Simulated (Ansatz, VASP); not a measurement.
Ge3N in VASP and in Ansatz

```
Ge N
1.0
     0.00000    3.14053    3.14053
     3.14053    0.00000    3.14053
     3.14053    3.14053    0.00000
Ge N
3 1
Direct
  0.25000 0.25000 0.25000
  0.75000 0.75000 0.75000
  0.50000 0.50000 0.50000
  0.00000 0.00000 0.00000
```

Change from the starting cell: species swapped into the Li3Sn type (Fm-3m, No. 225).

Alike in both runs: functional PBE; k mesh 6 × 6 × 6; occupations gaussian, width 0.1 eV; no spin polarisation.

Ansatz relaxed the structure, and its values are those at the end. VASP's run is a single point on that final structure, the one shown.

|  | VASP | Ansatz |
| --- | --- | --- |
| version | VASP 6.6.1 | Ansatz 0.2.0 |
| potentials or method | VASP PAW PBE potentials, release 64 (Ge_d, N), cutoff 520 eV | scalar-relativistic, plane waves, PAW |
| valence electrons in the cell | 47 | 47 |

```tsv
	VASP	Ansatz	Ansatz less VASP
gap on the k mesh at the Fermi level (eV)	none	none	-
pressure (GPa)	-0.2	-0.2	-0.02
```

A gap of «none» marks a metal or a gap that the smearing closes.
